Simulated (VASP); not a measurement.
Crystal: Au.

```
Au
1.0
    -1.65727    1.65727    1.65727
     1.65727   -1.65727    1.65727
     1.65727    1.65727   -1.65727
Au
1
Direct
  0.00000 0.00000 0.00000
```

Program: VASP 6.6.1. Alike in all runs: task single point; potentials or basis VASP PAW PBE potentials, release 64 (Au); no spin polarisation; cell as given; cutoff (eV) 520. Hardware: 1 thread of Intel(R) Xeon(R) Platinum 8375C CPU @ 2.90GHz (Ice Lake), with other jobs on the host.

Question: Order these runs on this cell by their wall time, lowest first.
A. level PBE; k mesh 13 × 13 × 13; smearing methfessel-paxton 0.05 eV
B. level PBE0; k mesh 6 × 6 × 6; smearing gaussian 0.05 eV; grid for exact exchange (PRECFOCK) Normal
C. level PBE; k mesh 10 × 10 × 10; smearing methfessel-paxton 0.05 eV

Answer: C (9 s), A (21 s), B (1100 s).

Caveats: some runs use coarse meshes.
